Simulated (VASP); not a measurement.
# Sb (Im-3m) in VASP: further runs

Sb is run at these levels: LDA, PBEsol, PBE0, PBEsol-based global hybrid; tasks: single point.

Program: VASP 6.6.1. These are calculated values, not measurements. Logs are shortened: lines on timing, memory, paths and dates and some standing lists are left out, and cuts for length are marked.

**1. The cell of the first run**

The structure is cubic, space group Im-3m (No. 229). Conventional cell: a = 3.743 Å, b = 3.743 Å, c = 3.743 Å, α = 90.00°, β = 90.00°, γ = 90.00°. Within 4.3 Å of Sb (site symmetry m-3m) lie 14 Sb at 3.24 to 3.74 Å.

**2. Single point, LDA, non-collinear spin, zero start, spin-orbit coupling**

File INCAR:

```
  PREC = Accurate
  ENCUT = 520
  EDIFF = 1E-7
  ISMEAR = -1
  SIGMA = 0.05
  LREAL = F
  LASPH = T
  NELM = 150
  ALGO = Normal
  ISIF = 2
  LWAVE = F
  LCHARG = F
  LNONCOLLINEAR = T
  MAGMOM = 0 0 0
  LORBIT = 11
  LSORBIT = T
  GGA_COMPAT = F
  LORBMOM = T
  NBANDS = 16
```

File KPOINTS:

```
regular mesh
0
Gamma
  7 7 7
```

File POSCAR:

```
Sb
1.0
   -1.8713408863      1.8713408863      1.8713408863
    1.8713408863     -1.8713408863      1.8713408863
    1.8713408863      1.8713408863     -1.8713408863
Sb
1
Direct
    0.0000000000      0.0000000000      0.0000000000
```

Potentials or basis: VASP PAW LDA potentials, release 64 (Sb).

Run with:

```console
cat potpaw_LDA.64/Sb/POTCAR > POTCAR
mpirun -np 1 vasp_ncl > vasp.out
```

OUTCAR:

```text
PREC = Accurate
   ENCUT = 520
   EDIFF = 1E-7
   ISMEAR = -1
   LREAL = F
   LASPH = T
   NELM = 150
   ISIF = 2
   LNONCOLLINEAR = T
   LORBIT = 11
   LSORBIT = T

 ion  position               nearest neighbor table
   1  0.000  0.000  0.000-

  LATTYP: Found a body centered cubic cell.
 ALAT       =     3.7426817726

  Lattice vectors:

 A1 = (  -1.8713408863,   1.8713408863,   1.8713408863)
 A2 = (   1.8713408863,  -1.8713408863,   1.8713408863)
 A3 = (   1.8713408863,   1.8713408863,  -1.8713408863)

Analysis of symmetry for initial positions (statically):
=====================================================================
 Subroutine PRICEL returns:
 Original cell was already a primitive cell.

 Routine SETGRP: Setting up the symmetry group for a
 body centered cubic supercell.

 Subroutine GETGRP returns: Found 48 space group operations
 (whereof 48 operations were pure point group operations)
 out of a pool of 48 trial point group operations.

The static configuration has the point symmetry O_h .

Analysis of symmetry for dynamics (positions and initial velocities):
=====================================================================
 Subroutine PRICEL returns:
 Original cell was already a primitive cell.

 Routine SETGRP: Setting up the symmetry group for a
 body centered cubic supercell.

 Subroutine GETGRP returns: Found 48 space group operations
 (whereof 48 operations were pure point group operations)
 out of a pool of 48 trial point group operations.

The dynamic configuration has the point symmetry O_h .

Analysis of structural, dynamic, and magnetic symmetry:
=====================================================================
 Subroutine PRICEL returns:
 Original cell was already a primitive cell.

 Routine SETGRP: Setting up the symmetry group for a
 body centered cubic supercell.

 Subroutine GETGRP returns: Found 48 space group operations
 (whereof 48 operations were pure point group operations)
 out of a pool of 48 trial point group operations.

The overall configuration has the point symmetry O_h .

 Subroutine INISYM returns: Found 48 space group operations
 (whereof 48 operations are pure point group operations),
 and found     1 'primitive' translations

----------------------------------------------------------------------------------------

                                     Primitive cell

  volume of cell :      26.2131

  direct lattice vectors                    reciprocal lattice vectors
    -1.871340886  1.871340886  1.871340886     0.000000000  0.267188092  0.267188092
     1.871340886 -1.871340886  1.871340886     0.267188092  0.000000000  0.267188092
     1.871340886  1.871340886 -1.871340886     0.267188092  0.267188092  0.000000000

  length of vectors
     3.241257493  3.241257493  3.241257493     0.377861023  0.377861023  0.377861023

  position of ions in fractional coordinates (direct lattice)
     0.000000000  0.000000000  0.000000000

  ion indices of the primitive-cell ions
   primitive index   ion index
                 1           1

----------------------------------------------------------------------------------------

 KPOINTS: regular mesh

Automatic generation of k-mesh.
 Grid dimensions read from file:
 generate k-points for:    7    7    7

 Generating k-lattice:

  Cartesian coordinates                     Fractional coordinates (reciprocal lattice)
     0.000000000  0.038169727  0.038169727     0.142857143  0.000000000  0.000000000
     0.038169727  0.000000000  0.038169727     0.000000000  0.142857143  0.000000000
     0.038169727  0.038169727  0.000000000     0.000000000  0.000000000  0.142857143

  Length of vectors
     0.053980146  0.053980146  0.053980146

  Shift w.r.t. Gamma in fractional coordinates (k-lattice)
     0.000000000  0.000000000  0.000000000

 Subroutine IBZKPT returns following result:
 ===========================================

 Found     20 irreducible k-points:

 Following reciprocal coordinates:
            Coordinates               Weight
  0.000000  0.000000  0.000000      1.000000
  0.142857  0.000000  0.000000     12.000000
[... 38 lines left out ...]
   EDIFFG = 0.1E-05   stopping-criterion for IOM
   NSW    =      0    number of steps for IOM
   IBRION =     -1    ionic relax: 0-MD 1-quasi-New 2-CG
   NFREE  =      0    steps in history (QN), initial steepest desc. (CG)
   ISIF   =      2    stress and relaxation
   ISYM   =      2    0-nonsym 1-usesym 2-fastsym
   POTIM  = 0.5000    time-step for ionic-motion
   TEBEG  =    0.0;   TEEND  =   0.0 temperature during run
   PSTRESS=    0.0 pullay stress
   NELECT =       5.0000    total number of electrons
   NUPDOWN=      -1.0000    fix difference up-down
   EMIN   =  10.00;   EMAX   =-10.00  energy-range for DOS
   EFERMI =   0.00;   METHOD = LEGACY
   ISMEAR =    -1;   SIGMA  =   0.05  broadening in eV -4-tet -1-fermi 0-gaus
   EFERMI_NEDOS =   21; number of points for ismear=-14 and -15
   IALGO  =     38    algorithm
   IMIX   =      4    mixing-type and parameters
     AMIX     =   0.40;   BMIX     =  1.00
     AMIX_MAG =   1.60;   BMIX_MAG =  1.00
  volume/ion in A,a.u.               =      26.21       176.89
  Fermi-wavevector in a.u.,A,eV,Ry     =   0.942378  1.780837 12.083018  0.888077
  Thomas-Fermi vector in A             =   2.069982
   LORBIT       =     11    0 simple, 1 ext, 2 COOP (PROOUT), +10 PAW based schemes
   GGA     = CA    functional components
   LHFCALC =     F    Hartree Fock is set to
   AEXX    =    0.0000 exact exchange contribution
   IVDW    =     0    specifies the selected vdW correction
   LEPSILON=     F    determine dielectric tensor
   LRPA    =     F    only Hartree local field effects (RPA)
  energy-cutoff  :      520.00
  volume of cell :       26.21
 maximum number of plane-waves:      1432
   NGX = 13   NGY = 13   NGZ = 13

 number of electron       5.0000000 magnetization       0.0000000      0.0000000      0.0000000

 number of electron       4.9999999 magnetization       0.0000000      0.0000000     -0.0000000

 number of electron       4.9999999 magnetization      -0.0000000     -0.0000000      0.0000000

 Free energy of the ion-electron system (eV)
  ---------------------------------------------------
  ext. energy  EPLUGINS =         0.00000000
  ---------------------------------------------------
  free energy    TOTEN  =        -4.61585962 eV

  energy without entropy =       -4.60128913  energy(sigma->0) =       -4.60857437

 E-fermi :   8.8386     XC(G=0): -10.4845

 val. band max:        8.8119061267   @ k =   0.2857   0.1429   0.1429
 cond. band min:       8.8937631780   @ k =  -0.4286   0.4286   0.2857
 fundamental gap:      0.0818570513
 Fermi energy:         8.8386227849

 k-point     1 :       0.0000    0.0000    0.0000
  band No.  band energies     occupation
      1      -4.3756      1.00000
      2      -4.3756      1.00000
      3      13.4168      0.00000
      4      13.4168      0.00000
      5      14.7172      0.00000
      6      14.7172      0.00000
[... 357 lines left out ...]
      3       6.3275      1.00000
      4       6.3275      1.00000
      5       6.9144      1.00000
      6       6.9144      1.00000
[... 8 lines left out ...]
     15      24.2343      0.00000
     16      24.2343      0.00000

------------------------ aborting loop because EDIFF is reached ----------------------------------------

  FORCE on cell =-STRESS in cart. coord.  units (eV):
  Direction    XX          YY          ZZ          XY          YZ          ZX
  --------------------------------------------------------------------------------------
  -------------------------------------------------------------------------------------
  Total       -0.2232530     -0.2232530     -0.2232530      0.0000000     -0.0000000     -0.0000000
  in kB      -13.6454909    -13.6454909    -13.6454909      0.0000000     -0.0000000     -0.0000000
  external PRESSURE =     -13.6454909 kB  Pullay stress =       0.0000000 kB

 VOLUME and BASIS-vectors are now :
 -----------------------------------------------------------------------------
  energy-cutoff  :      520.00
  volume of cell :       26.21
      direct lattice vectors                 reciprocal lattice vectors
    -1.871340886  1.871340886  1.871340886     0.000000000  0.267188092  0.267188092
     1.871340886 -1.871340886  1.871340886     0.267188092  0.000000000  0.267188092
     1.871340886  1.871340886 -1.871340886     0.267188092  0.267188092  0.000000000

 POSITION                                       TOTAL-FORCE (eV/Angst)
 -----------------------------------------------------------------------------------
      0.00000      0.00000      0.00000         0.000000      0.000000      0.000000
 -----------------------------------------------------------------------------------
    total drift:                                0.000000     -0.000000      0.000000

  FREE ENERGIE OF THE ION-ELECTRON SYSTEM (eV)
  ---------------------------------------------------
  free  energy   TOTEN  =        -4.6158596168 eV

  energy  without entropy=       -4.6012891275  energy(sigma->0) =       -4.60857437

 orbital moment (x)

 # of ion     p       d       tot
 ----------------------------------------
  1         0.000   0.000   0.000
 ----------------------------------------
            0.000   0.000   0.000

 orbital moment (y)

 # of ion     p       d       tot
 ----------------------------------------
  1         0.000   0.000   0.000
 ----------------------------------------
            0.000   0.000   0.000

 orbital moment (z)

 # of ion     p       d       tot
 ----------------------------------------
  1         0.000   0.000   0.000
 ----------------------------------------
            0.000   0.000   0.000

 Spin-Orbit-Coupling matrix elements

 Ion:    1  E_soc:     -0.1484742
 l=   1
     0.0000000    -0.0244338    -0.0244338
    -0.0244338     0.0000000    -0.0244338
    -0.0244338    -0.0244338     0.0000000
 l=   2
     0.0000000    -0.0001051     0.0000000    -0.0001051    -0.0002067
    -0.0001051     0.0000000    -0.0001551    -0.0001051    -0.0000517
     0.0000000    -0.0001551     0.0000000    -0.0001551     0.0000000
    -0.0001051    -0.0001051    -0.0001551     0.0000000    -0.0000517
    -0.0002067    -0.0000517     0.0000000    -0.0000517     0.0000000
 l=   3
     0.0000000     0.0000000     0.0000000     0.0000000     0.0000000     0.0000000     0.0000000
     0.0000000     0.0000000     0.0000000     0.0000000     0.0000000     0.0000000     0.0000000
     0.0000000     0.0000000     0.0000000     0.0000000     0.0000000     0.0000000     0.0000000
     0.0000000     0.0000000     0.0000000     0.0000000     0.0000000     0.0000000     0.0000000
     0.0000000     0.0000000     0.0000000     0.0000000     0.0000000     0.0000000     0.0000000
     0.0000000     0.0000000     0.0000000     0.0000000     0.0000000     0.0000000     0.0000000
     0.0000000     0.0000000     0.0000000     0.0000000     0.0000000     0.0000000     0.0000000

 total charge

# of ion       s       p       d       tot
------------------------------------------
    1        1.251   1.080   0.044   2.375

 magnetization (x)

# of ion       s       p       d       tot
------------------------------------------
    1        0.000   0.000  -0.000   0.000

 magnetization (y)

# of ion       s       p       d       tot
------------------------------------------
    1        0.000  -0.000  -0.000   0.000

 magnetization (z)

# of ion       s       p       d       tot
------------------------------------------
    1        0.000  -0.000  -0.000   0.000
```

Run time: 23 s. Hardware: 1 thread of Intel Xeon 8259CL, shared host; peak memory 0.17 GiB.

Results:

```yaml
Free_energy: -4.6159 eV
Pressure: -1.4 GPa
Net_moment: 0.00 μB per cell
Valence_electrons_inside_the_program's_atomic_spheres: Sb 2.38
```

Moments on the atoms (μB; x, y, z):
```
Sb  0.00 0.00 0.00
```

**3. Single point, PBEsol, non-collinear spin, zero start, spin-orbit coupling**

File INCAR:

```
PREC = Accurate
ENCUT = 520
EDIFF = 1E-6
ISMEAR = -1
SIGMA = 0.05
LREAL = F
LASPH = T
NELM = 150
ALGO = Normal
ISIF = 2
LWAVE = F
LCHARG = T
MAGMOM = 0 0 0
LORBIT = 11
LSORBIT = T
GGA_COMPAT = F
LORBMOM = T
GGA = PS
LVHAR = T
NBANDS = 16
```

KPOINTS is that of step 2.

POSCAR is that of step 2.

Potentials or basis: VASP PAW PBE potentials, release 64 (Sb).

Run with:

```console
cat potpaw_PBE.64/Sb/POTCAR > POTCAR
mpirun -np 1 vasp_ncl > vasp.out
```

Run time: 37 s. Hardware: 1 thread of Intel Xeon 8259CL, shared host; peak memory 0.19 GiB.

Results (log left out):

* Free energy: -4.3761 eV
* Pressure: -0.6 GPa
* Net moment: 0.00 μB per cell
* Valence electrons inside the program's atomic spheres: Sb 2.35

Moments on the atoms (μB; x, y, z):
```
Sb  0.00 0.00 0.00
```

Caveat: the PAW data sets were made with another functional, which shifts forces and pressure a little.

**4. Single point, PBE0**

POSCAR is that of step 3.

File INCAR.step1:

```
ALGO = Normal ; EDIFF = 1E-5
ENCUT = 520 ; GGA = PE
ISIF = 2 ; ISMEAR = -1
LASPH = T ; LCHARG = F
LREAL = F ; LWAVE = T
NBANDS = 8 ; NELM = 60
PREC = Accurate ; SIGMA = 0.05
```

File INCAR.step2:

```
AEXX = 0.25 ; ALGO = Normal
EDIFF = 1E-7 ; ENCUT = 520
GGA = PE ; ISIF = 2
ISMEAR = -1 ; ISTART = 1
LASPH = T ; LCHARG = F
LHFCALC = T ; LREAL = F
LWAVE = F ; NBANDS = 8
NELM = 60 ; PREC = Accurate
PRECFOCK = Normal ; SIGMA = 0.05
```

File KPOINTS:

```
k-points
0
Gamma
  5 5 5
```

Potentials or basis: VASP PAW PBE potentials, release 64 (Sb).

Run with:

```console
cat potpaw_PBE.64/Sb/POTCAR > POTCAR
cp INCAR.step1 INCAR
mpirun -np 1 vasp_std > vasp.out
cp INCAR.step2 INCAR
mpirun -np 1 vasp_std > vasp.out
```

OUTCAR:

```text
AEXX = 0.25
   EDIFF = 1E-7
   ENCUT = 520
   GGA = PE
   ISIF = 2
   ISMEAR = -1
   ISTART = 1
   LASPH = T
   LHFCALC = T
   LREAL = F
   NELM = 60
   PREC = Accurate
   PRECFOCK = Normal

 ion  position               nearest neighbor table
   1  0.000  0.000  0.000-

  LATTYP: Found a body centered cubic cell.
 ALAT       =     3.7426817726

  Lattice vectors:

 A1 = (  -1.8713408863,   1.8713408863,   1.8713408863)
[... 280 lines left out ...]
      6      14.8651      0.00000
      7      25.1275      0.00000
      8      25.7222      0.00000

------------------------ aborting loop because EDIFF is reached ----------------------------------------

  FORCE on cell =-STRESS in cart. coord.  units (eV):
  Direction    XX          YY          ZZ          XY          YZ          ZX
  --------------------------------------------------------------------------------------
  -------------------------------------------------------------------------------------
  Total       -0.5507266     -0.5507266     -0.5507266     -0.0000000      0.0000000      0.0000000
  in kB      -33.6610685    -33.6610685    -33.6610685     -0.0000000      0.0000000      0.0000000
  external PRESSURE =     -33.6610685 kB  Pullay stress =       0.0000000 kB

 VOLUME and BASIS-vectors are now :
 -----------------------------------------------------------------------------
  energy-cutoff  :      520.00
  volume of cell :       26.21
      direct lattice vectors                 reciprocal lattice vectors
    -1.871340886  1.871340886  1.871340886     0.000000000  0.267188092  0.267188092
     1.871340886 -1.871340886  1.871340886     0.267188092  0.000000000  0.267188092
     1.871340886  1.871340886 -1.871340886     0.267188092  0.267188092  0.000000000

 POSITION                                       TOTAL-FORCE (eV/Angst)
 -----------------------------------------------------------------------------------
      0.00000      0.00000      0.00000         0.000000     -0.000000      0.000000
 -----------------------------------------------------------------------------------
    total drift:                               -0.000000     -0.000000     -0.000000

  FREE ENERGIE OF THE ION-ELECTRON SYSTEM (eV)
  ---------------------------------------------------
  free  energy   TOTEN  =        -5.2888715558 eV

  energy  without entropy=       -5.2824464533  energy(sigma->0) =       -5.28565900
```

OSZICAR.step1:

```text
N       E                     dE             d eps       ncg     rms          rms(c)
DAV:   1     0.419135002457E+01    0.41914E+01   -0.18125E+03   160   0.423E+02
DAV:   2    -0.380391355624E+01   -0.79953E+01   -0.77437E+01   224   0.538E+01
DAV:   3    -0.388153244791E+01   -0.77619E-01   -0.77210E-01   208   0.584E+00
DAV:   4    -0.388176812391E+01   -0.23568E-03   -0.23567E-03   200   0.375E-01
DAV:   5    -0.388176920961E+01   -0.10857E-05   -0.10848E-05   232   0.231E-02    0.183E+00
DAV:   6    -0.387888095851E+01    0.28883E-02   -0.21761E-03   184   0.244E-01    0.105E+00
DAV:   7    -0.387745916120E+01    0.14218E-02   -0.45868E-03   176   0.353E-01    0.648E-02
DAV:   8    -0.387748379592E+01   -0.24635E-04   -0.75783E-05   176   0.658E-02    0.533E-03
DAV:   9    -0.387748435004E+01   -0.55412E-06   -0.82182E-07   152   0.684E-03
   1 F= -.38774844E+01 E0= -.38644244E+01  d E =-.261200E-01
```

Run time: 1.9 min. Hardware: 1 thread of Intel Xeon Platinum 8488C (Sapphire Rapids), shared host; peak memory 0.14 GiB.

Results:

| Quantity | Value |
| --- | --- |
| Free energy | -5.2889 eV |
| Pressure | -3.4 GPa |

Levels at points of the mesh, in eV from the Fermi level:
```
           k point  band 1  band 2  band 3  band 4  band 5
(0.00, 0.00, 0.00)  -14.97    6.87    6.87    6.87   11.72
```

Caveat: the k points lie up to 0.47 Å⁻¹ apart; the PAW data sets were made with another functional, which shifts forces and pressure a little; spin-orbit coupling is left out, which moves the levels of the heavy elements.

**5. Single point, PBE0**

This run uses another cell than the first one, of 25.50 Å³/atom, 0.973 times its volume.

File POSCAR:

```
Sb
1.0
   -1.8542110042      1.8542110042      1.8542110042
    1.8542110042     -1.8542110042      1.8542110042
    1.8542110042      1.8542110042     -1.8542110042
Sb
1
Direct
    0.0000000000      0.0000000000      0.0000000000
```

File INCAR.step1:

```
PREC = Accurate ; ENCUT = 520
EDIFF = 1E-5 ; ISMEAR = -1
SIGMA = 0.05 ; LREAL = False
LASPH = True ; NELM = 80
ALGO = Normal ; ISIF = 2
LWAVE = True ; LCHARG = False
NBANDS = 8 ; GGA = PE
```

File INCAR.step2:

```
PREC = Accurate ; ENCUT = 520
EDIFF = 1E-6 ; ISMEAR = -1
SIGMA = 0.05 ; LREAL = False
LASPH = True ; NELM = 80
ALGO = Normal ; ISIF = 2
LWAVE = False ; LCHARG = False
GGA = PE ; LHFCALC = True
AEXX = 0.25 ; PRECFOCK = Normal
NBANDS = 8 ; ISTART = 1
```

File KPOINTS:

```
regular mesh
0
Gamma
  5 5 5
```

Run with:

```console
cat potpaw_PBE.64/Sb/POTCAR > POTCAR
cp INCAR.step1 INCAR
mpirun -np 1 vasp_std > vasp.out
cp INCAR.step2 INCAR
mpirun -np 1 vasp_std > vasp.out
```

It took 50 s on 1 thread of Intel Xeon Platinum 8488C (Sapphire Rapids), shared host; peak memory 0.14 GiB.

The run converged. Its results:

```
Free energy : -5.2996 eV
Pressure    : -1.5 GPa
```

Levels at points of the mesh, in eV from the Fermi level:
| k point | band 1 | band 2 | band 3 | band 4 | band 5 | band 6 | band 7 |
| --- | --- | --- | --- | --- | --- | --- | --- |
| (0.00, 0.00, 0.00) | -15.18 | 7.15 | 7.15 | 7.15 | 11.86 | 11.86 | 11.86 |

Caveat: the k points lie up to 0.48 Å⁻¹ apart; the PAW data sets were made with another functional, which shifts forces and pressure a little; spin-orbit coupling is left out, which moves the levels of the heavy elements.

(Continued in part 2 of 2.)
